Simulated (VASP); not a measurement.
# Rb3Sr (I4/mmm) in VASP: single point with PBE

Aim: the single point of Rb3Sr with PBE.

Everything below comes from runs of VASP 6.6.1. Logs are shortened: lines on timing, memory, paths and dates and some standing lists are left out, and cuts for length are marked.

### Step 1. The cell of the first run

Symmetry: I4/mmm, No. 139, tetragonal system. The conventional cell has a = 6.824 Å, b = 6.824 Å, c = 13.865 Å, α = 90.00°, β = 90.00°, γ = 90.00°.

### Step 2. Single point, PBE

INCAR

```
  PREC = Accurate
  ENCUT = 520
  EDIFF = 1E-7
  ISMEAR = -1
  SIGMA = 0.05
  LREAL = False
  LASPH = True
  NELM = 60
  ALGO = Fast
  ISIF = 2
  LWAVE = False
  LCHARG = False
  GGA = PE
  NBANDS = 26
```

KPOINTS

```
regular mesh
0
Gamma
  6 6 6
```

POSCAR

```
Rb3Sr
1.0
   -3.4117710000      3.4117710000      6.9324600000
    3.4117710000     -3.4117710000      6.9324600000
    3.4117710000      3.4117710000     -6.9324600000
Sr Rb
1 3
Direct
    0.0000000000      0.0000000000      0.0000000000
    0.5000000000      0.5000000000      0.0000000000
    0.2500000000      0.7500000000      0.5000000000
    0.7500000000      0.2500000000      0.5000000000
```

Potentials or basis: VASP PAW PBE potentials, release 64 (Sr_sv, Rb_sv).

Command:

```bash
$ cat potpaw_PBE.64/Sr_sv/POTCAR potpaw_PBE.64/Rb_sv/POTCAR > POTCAR
$ mpirun -np 1 vasp_std > vasp.out
```

OUTCAR:

```text
PREC = Accurate
   ENCUT = 520
   EDIFF = 1E-7
   ISMEAR = -1
   LREAL = False
   LASPH = True
   NELM = 60
   ISIF = 2
   GGA = PE

 ion  position               nearest neighbor table
   1  0.000  0.000  0.000-   2 4.82   2 4.82   2 4.82   2 4.82   4 4.86   3 4.86   4 4.86   3 4.86
                             4 4.86   4 4.86   3 4.86   3 4.86
   2  0.500  0.500  0.000-   1 4.82   1 4.82   1 4.82   1 4.82   4 4.86   3 4.86   4 4.86   4 4.86
                             3 4.86   3 4.86   4 4.86   3 4.86
   3  0.250  0.750  0.500-   4 4.82   4 4.82   4 4.82   4 4.82   2 4.86   1 4.86   2 4.86   2 4.86
                             1 4.86   1 4.86   2 4.86   1 4.86
   4  0.750  0.250  0.500-   3 4.82   3 4.82   3 4.82   3 4.82   2 4.86   1 4.86   2 4.86   1 4.86
                             2 4.86   2 4.86   1 4.86   1 4.86

  LATTYP: Found a body centered tetragonal cell.
 ALAT       =     6.8235420000
 C/A-ratio  =     2.0319241825

  Lattice vectors:

 A1 = (  -3.4117710000,   3.4117710000,   6.9324600000)
 A2 = (   3.4117710000,  -3.4117710000,   6.9324600000)
 A3 = (   3.4117710000,   3.4117710000,  -6.9324600000)

Analysis of symmetry for initial positions (statically):
=====================================================================
 Subroutine PRICEL returns:
 Original cell was already a primitive cell.

 Routine SETGRP: Setting up the symmetry group for a
 body centered tetragonal supercell.

 Subroutine GETGRP returns: Found 16 space group operations
 (whereof 16 operations were pure point group operations)
 out of a pool of 16 trial point group operations.

The static configuration has the point symmetry D_4h.

Analysis of symmetry for dynamics (positions and initial velocities):
=====================================================================
 Subroutine PRICEL returns:
 Original cell was already a primitive cell.

 Routine SETGRP: Setting up the symmetry group for a
 body centered tetragonal supercell.

 Subroutine GETGRP returns: Found 16 space group operations
 (whereof 16 operations were pure point group operations)
 out of a pool of 16 trial point group operations.

The dynamic configuration has the point symmetry D_4h.

 Subroutine INISYM returns: Found 16 space group operations
 (whereof 16 operations are pure point group operations),
 and found     1 'primitive' translations

----------------------------------------------------------------------------------------

                                     Primitive cell

  volume of cell :     322.7804

  direct lattice vectors                    reciprocal lattice vectors
    -3.411771000  3.411771000  6.932460000     0.000000000  0.146551454  0.072124470
     3.411771000 -3.411771000  6.932460000     0.146551454  0.000000000  0.072124470
     3.411771000  3.411771000 -6.932460000     0.146551454  0.146551454  0.000000000

  length of vectors
     8.446263337  8.446263337  8.446263337     0.163337894  0.163337894  0.207255054

  position of ions in fractional coordinates (direct lattice)
     0.000000000  0.000000000  0.000000000
     0.500000000  0.500000000  0.000000000
     0.250000000  0.750000000  0.500000000
     0.750000000  0.250000000  0.500000000

  ion indices of the primitive-cell ions
   primitive index   ion index
                 1           1
                 2           2
                 3           3
                 4           4

----------------------------------------------------------------------------------------

 KPOINTS: regular mesh

Automatic generation of k-mesh.
 Grid dimensions read from file:
 generate k-points for:    6    6    6

 Generating k-lattice:

  Cartesian coordinates                     Fractional coordinates (reciprocal lattice)
     0.000000000  0.024425242  0.012020745     0.166666667  0.000000000  0.000000000
     0.024425242  0.000000000  0.012020745     0.000000000  0.166666667  0.000000000
     0.024425242  0.024425242  0.000000000     0.000000000  0.000000000  0.166666667

  Length of vectors
     0.027222982  0.027222982  0.034542509

  Shift w.r.t. Gamma in fractional coordinates (k-lattice)
     0.000000000  0.000000000  0.000000000

 Subroutine IBZKPT returns following result:
 ===========================================

 Found     30 irreducible k-points:

 Following reciprocal coordinates:
            Coordinates               Weight
  0.000000  0.000000  0.000000      1.000000
  0.166667 -0.000000  0.000000      8.000000
  0.333333  0.000000 -0.000000      8.000000
  0.500000 -0.000000  0.000000      4.000000
  0.166667  0.166667  0.000000      8.000000
  0.333333  0.166667 -0.000000     16.000000
[... 16 lines left out ...]
 -0.333333 -0.333333  0.166667      8.000000
 -0.166667 -0.333333  0.166667      8.000000
 [... further k-points ...]
   k-points           NKPTS =     30   k-points in BZ     NKDIM =     30   number of bands    NBANDS=     26
   number of dos      NEDOS =    301   number of ions     NIONS =      4
   total plane-waves  NPLWV = 262144
   dimension x,y,z NGX =    64 NGY =   64 NGZ =   64
   dimension x,y,z NGXF=   128 NGYF=  128 NGZF=  128
   ions per type =               1   3
   NGX,Y,Z   is equivalent  to a cutoff of  12.60, 12.60, 12.60 a.u.
   NGXF,Y,Z  is equivalent  to a cutoff of  25.19, 25.19, 25.19 a.u.
 SYSTEM =  unknown system
   PREC   = accura    normal or accurate (medium, high low for compatibility)
   ISTART =      0    job   : 0-new  1-cont  2-samecut
   ICHARG =      2    charge: 1-file 2-atom 10-const
   ISPIN  =      1    spin polarized calculation?
   LNONCOLLINEAR =      F non collinear calculations
   LSORBIT =      F    spin-orbit coupling
   LASPH  =      T    aspherical Exc in radial PAW
   ENCUT  =  520.0 eV  38.22 Ry    6.18 a.u.  15.70 15.70 15.70*2*pi/ulx,y,z
   NELM   =     60;   NELMIN=  2; NELMDL= -5     # of ELM steps
   EDIFF  = 0.1E-06   stopping-criterion for ELM
   LREAL  =      F    real-space projection
   EDIFFG = 0.1E-05   stopping-criterion for IOM
   NSW    =      0    number of steps for IOM
   IBRION =     -1    ionic relax: 0-MD 1-quasi-New 2-CG
   NFREE  =      0    steps in history (QN), initial steepest desc. (CG)
   ISIF   =      2    stress and relaxation
   ISYM   =      2    0-nonsym 1-usesym 2-fastsym
   POTIM  = 0.5000    time-step for ionic-motion
   TEBEG  =    0.0;   TEEND  =   0.0 temperature during run
   PSTRESS=    0.0 pullay stress
   NELECT =      37.0000    total number of electrons
   NUPDOWN=      -1.0000    fix difference up-down
   EMIN   =  10.00;   EMAX   =-10.00  energy-range for DOS
   EFERMI =   0.00;   METHOD = LEGACY
   ISMEAR =    -1;   SIGMA  =   0.05  broadening in eV -4-tet -1-fermi 0-gaus
   EFERMI_NEDOS =   21; number of points for ismear=-14 and -15
   IALGO  =     68    algorithm
   IMIX   =      4    mixing-type and parameters
     AMIX     =   0.40;   BMIX     =  1.00
     AMIX_MAG =   1.60;   BMIX_MAG =  1.00
  volume/ion in A,a.u.               =      80.70       544.56
  Fermi-wavevector in a.u.,A,eV,Ry     =   0.795255  1.502814  8.604738  0.632430
  Thomas-Fermi vector in A             =   1.901547
   LORBIT       =      0    0 simple, 1 ext, 2 COOP (PROOUT), +10 PAW based schemes
   GGA     = PE    functional components
   LHFCALC =     F    Hartree Fock is set to
   AEXX    =    0.0000 exact exchange contribution
   IVDW    =     0    specifies the selected vdW correction
   LEPSILON=     F    determine dielectric tensor
   LRPA    =     F    only Hartree local field effects (RPA)
 non-spin polarized calculation
 RMM-DIIS sequential band-by-band and
  energy-cutoff  :      520.00
  volume of cell :      322.78
 maximum number of plane-waves:      8722
   NGX = 31   NGY = 31   NGZ = 31

 number of electron      37.0000000 magnetization

 Free energy of the ion-electron system (eV)
  ---------------------------------------------------
  ext. energy  EPLUGINS =         0.00000000
  ---------------------------------------------------
  free energy    TOTEN  =        -3.95968225 eV

  energy without entropy =       -3.92271065  energy(sigma->0) =       -3.94119645

 E-fermi :   0.2884     XC(G=0):  -5.8963

 val. band max:        0.2876251382   @ k =   0.3333   0.1667  -0.0000
 cond. band min:       0.3098661261   @ k =   0.5000   0.5000   0.3333
 fundamental gap:      0.0222409880
 Fermi energy:         0.2883966266

 k-point     1 :       0.0000    0.0000    0.0000
  band No.  band energies     occupation
      1     -37.4728      2.00000
      2     -28.3483      2.00000
      3     -28.3416      2.00000
      4     -28.3414      2.00000
      5     -19.4070      2.00000
      6     -19.4070      2.00000
[... 18 lines left out ...]
     25       1.5354      0.00000
     26       1.7689      0.00000

 k-point     2 :       0.1667   -0.0000    0.0000
  band No.  band energies     occupation
      1     -37.4728      2.00000
      2     -28.3478      2.00000
      3     -28.3418      2.00000
      4     -28.3417      2.00000
      5     -19.4070      2.00000
      6     -19.4069      2.00000
[... 18 lines left out ...]
     25       1.5562      0.00000
     26       1.9092      0.00000

 k-point     3 :       0.3333    0.0000   -0.0000
  band No.  band energies     occupation
      1     -37.4728      2.00000
      2     -28.3465      2.00000
      3     -28.3428      2.00000
      4     -28.3421      2.00000
      5     -19.4071      2.00000
      6     -19.4069      2.00000
[... 572 lines left out ...]
 k-point    23 :      -0.3333   -0.3333    0.1667
  band No.  band energies     occupation
      1     -37.4728      2.00000
      2     -28.3463      2.00000
      3     -28.3430      2.00000
      4     -28.3420      2.00000
      5     -19.4070      2.00000
      6     -19.4070      2.00000
[... 18 lines left out ...]
     25       1.7440      0.00000
     26       2.2959      0.00000

 k-point    24 :      -0.1667   -0.3333    0.1667
  band No.  band energies     occupation
      1     -37.4728      2.00000
      2     -28.3471      2.00000
      3     -28.3425      2.00000
      4     -28.3417      2.00000
      5     -19.4070      2.00000
      6     -19.4069      2.00000
[... 18 lines left out ...]
     25       1.6350      0.00000
     26       2.0985      0.00000

 [... further k-points ...]

------------------------ aborting loop because EDIFF is reached ----------------------------------------

  FORCE on cell =-STRESS in cart. coord.  units (eV):
  Direction    XX          YY          ZZ          XY          YZ          ZX
  --------------------------------------------------------------------------------------
  -------------------------------------------------------------------------------------
  Total       -0.0594381     -0.0594381     -0.0707663      0.0000000      0.0000000     -0.0000000
  in kB       -0.2950315     -0.2950315     -0.3512608      0.0000000      0.0000000     -0.0000000
  external PRESSURE =      -0.3137746 kB  Pullay stress =       0.0000000 kB

 VOLUME and BASIS-vectors are now :
 -----------------------------------------------------------------------------
  energy-cutoff  :      520.00
  volume of cell :      322.78
      direct lattice vectors                 reciprocal lattice vectors
    -3.411771000  3.411771000  6.932460000     0.000000000  0.146551454  0.072124470
     3.411771000 -3.411771000  6.932460000     0.146551454  0.000000000  0.072124470
     3.411771000  3.411771000 -6.932460000     0.146551454  0.146551454  0.000000000

 POSITION                                       TOTAL-FORCE (eV/Angst)
 -----------------------------------------------------------------------------------
      0.00000      0.00000      0.00000        -0.000000      0.000000     -0.000000
      0.00000      0.00000      6.93246        -0.000000      0.000000     -0.000000
      3.41177      0.00000      3.46623         0.000000     -0.000000      0.000000
      0.00000      3.41177      3.46623        -0.000000      0.000000     -0.000000
 -----------------------------------------------------------------------------------
    total drift:                               -0.000000     -0.000000     -0.000000

  FREE ENERGIE OF THE ION-ELECTRON SYSTEM (eV)
  ---------------------------------------------------
  free  energy   TOTEN  =        -3.9596822535 eV

  energy  without entropy=       -3.9227106465  energy(sigma->0) =       -3.94119645
```

Wall time 16 min (1 thread of AMD EPYC 7R43 (Zen 3), shared host); peak memory 0.62 GiB.

What came out:

```yaml
Free_energy: -3.9597 eV
Pressure: 0.0 GPa
Band_gap_on_the_k_mesh: zero (an odd number of electrons rules out a gap without spin polarisation)
```

The gap in the log of VASP goes by the Fermi energy; the results here count the filled bands.